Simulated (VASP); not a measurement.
Here is a VASP 6.6.1 calculation.

The input INCAR:

```
SYSTEM = GaCo
PREC = Accurate
ENCUT = 520
EDIFF = 1E-7
ISMEAR = 0
SIGMA = 0.1
LREAL = .False.
LASPH = .True.
NELM = 150
ALGO = Normal
ISIF = 2
LWAVE = .False.
LCHARG = .False.
ISPIN = 2
MAGMOM = 0 0.12
LORBIT = 11
LMAXMIX = 4
GGA = PE
NBANDS = 22
```

KPOINTS

```
Automatic mesh
0
Gamma
  20 20 20
  0 0 0
```

Contents of POSCAR:

```
GaCo
1.0
    2.8227548432      0.0000000000      0.0000000000
    0.0000000000      2.8227548432      0.0000000000
    0.0000000000      0.0000000000      2.8227548432
Ga Co
1 1
Direct
    0.5000000000      0.5000000000      0.5000000000
    0.0000000000      0.0000000000      0.0000000000
```

Potentials or basis: VASP PAW PBE potentials, release 64 (Ga_d, Co).

Command:

```bash
$ cat potpaw_PBE.64/Ga_d/POTCAR potpaw_PBE.64/Co/POTCAR > POTCAR
$ mpirun -np 1 vasp_std > vasp.out
```

**Question.** Estimate the band gap on the k mesh.

**Answer.** Zero (filled and empty bands overlap).

**Question.** Estimate the net moment.

**Answer.** 0.00 μB per cell.

**Question.** What does it give for the pressure?

**Answer.** 12.9 GPa.

Caveat: the cell stands under pressure.
